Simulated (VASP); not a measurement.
Crystal: Ho2O.

```
Ho O
1.0
     3.86515    0.00000    0.00000
    -1.93258    3.34732    0.00000
     0.00000    0.00000   10.11108
Ho O
4 2
Direct
  0.00000 0.00000 0.38639
  0.00000 0.00000 0.88639
  0.33333 0.66667 0.77087
  0.66667 0.33333 0.27087
  0.00000 0.00000 0.10300
  0.00000 0.00000 0.60300
```

The cell was generated, and may not be a known phase.

| Item | Value |
| --- | --- |
| Program | VASP 6.6.1 |
| Task | relaxation of cell and atoms |
| Functional | PBE |
| Potentials or basis | VASP PAW PBE potentials, release 64 (Ho_3, O), 4f in core |
| Cutoff | 600 eV |
| k mesh | 5 × 5 × 2 |
| Occupations | gaussian, width 0.2 eV |
| Spin | no spin polarisation |

At the start: pressure 3.4 GPa; volume 21.80 Å³/atom.

**Question.** How do energy, volume and symmetry change on relaxing?

**Answer.** Over 15 steps the energy falls by 2179.4 meV/atom and the volume is 22.46 Å³/atom (+3.0 %); space group P6_3mc (No. 186, to 0.1 Å) before and after.

The path:
| step | energy change (eV) | largest force (eV/Å) | pressure (GPa) | volume (Å³) |
| --- | --- | --- | --- | --- |
| 1 | 0.0000 | 7.3518 | 3.44 | 130.82 |
| 2 | -6.4982 | 5.7157 | 6.69 | 139.09 |
| 3 | -6.2807 | 13.4660 | 15.13 | 142.23 |
| 4 | -6.7616 | 8.0714 | 9.18 | 140.41 |
| 5 | -9.8414 | 3.4106 | -1.52 | 151.24 |
| 6 | -10.7509 | 1.3128 | -6.81 | 160.42 |
| 7 | -10.7959 | 0.9894 | -7.67 | 162.59 |
| 8 | -11.4011 | 0.9898 | -6.39 | 154.28 |
| 9 | -12.5370 | 1.0742 | 2.16 | 130.73 |
| 10 | -12.5513 | 1.1466 | 5.61 | 125.60 |
| 11 | -12.8501 | 0.5333 | 5.59 | 125.05 |
| 12 | -12.8654 | 0.3452 | 6.98 | 124.46 |
| 13 | -13.0742 | 0.0927 | 0.04 | 134.46 |
| 14 | -13.0741 | 0.0886 | -0.22 | 134.69 |
| 15 | -13.0765 | 0.0619 | -0.17 | 134.79 |

Final structure:
```xyz
6
Lattice="3.7837 0.0000 0.0000 -1.8918 3.2768 0.0000 0.0000 0.0000 10.8715" Properties=species:S:1:pos:R:3 pbc="T T T"
Ho    0.0000    0.0000    4.6227
Ho    0.0000    0.0000   10.0584
Ho    0.0000    2.1845    7.3065
Ho    1.8918    1.0923    1.8707
O     0.0000    0.0000    1.7719
O     3.7837    0.0000    7.2076
```

Caveat: the k points lie up to 0.38 Å⁻¹ apart in the final cell, too coarse for converged energies and pressures of a metal; the run has no spin polarisation, though such a crystal can be magnetic; the relaxation stopped at a loose force limit of 0.08 eV/Å, so its end isn't a converged minimum.
